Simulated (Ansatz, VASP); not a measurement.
ZrSi2 in VASP and in Ansatz

```
Zr Si
1.0
    -7.41220    0.00382    0.00089
    -1.84936   -7.49781   -0.10452
    -3.70681    0.10575    7.49558
Zr Si
8 16
Direct
  0.24629 0.78977 0.60638
  0.00409 0.80450 0.08769
  0.49412 0.79111 0.11151
  0.50552 0.21018 0.87500
  0.26431 0.20744 0.37152
  0.01693 0.20645 0.86986
  0.75996 0.21550 0.36564
  0.90144 0.59424 0.41247
  0.70188 0.71219 0.73750
  0.42144 0.10423 0.61423
  0.16308 0.10557 0.12153
  0.90658 0.12020 0.61453
  0.66520 0.09427 0.11856
  0.35261 0.90315 0.85542
  0.06910 0.90103 0.37013
  0.83779 0.90652 0.85142
  0.61029 0.89429 0.36900
  0.54906 0.48692 0.62946
  0.29833 0.49529 0.12618
  0.07496 0.48267 0.63410
  0.82748 0.49901 0.12684
  0.19256 0.50234 0.86293
  0.67191 0.46778 0.92690
  0.43797 0.50044 0.36690
```

Alike in both runs: task single point; functional PBE; k mesh 5 × 5 × 5; occupations gaussian, width 0.1 eV; no spin polarisation.

|  | VASP | Ansatz |
| --- | --- | --- |
| version | VASP 6.6.1 | Ansatz 0.2.0 |
| potentials or method | VASP PAW PBE potentials, release 64 (Zr_sv, Si), cutoff 520 eV | scalar-relativistic, plane waves, PAW |
| valence electrons in the cell | 160 | 160 |

|  | VASP | Ansatz | Ansatz less VASP |
| --- | --- | --- | --- |
| gap on the k mesh at the Fermi level (eV) | none | none | - |
| pressure (GPa) | 0.0 | -0.1 | -0.01 |
| rms of the force components (eV/Å) | 0.022 | 0.022 | +0.0002 |

A gap of «none» marks a metal or a gap that the smearing closes.
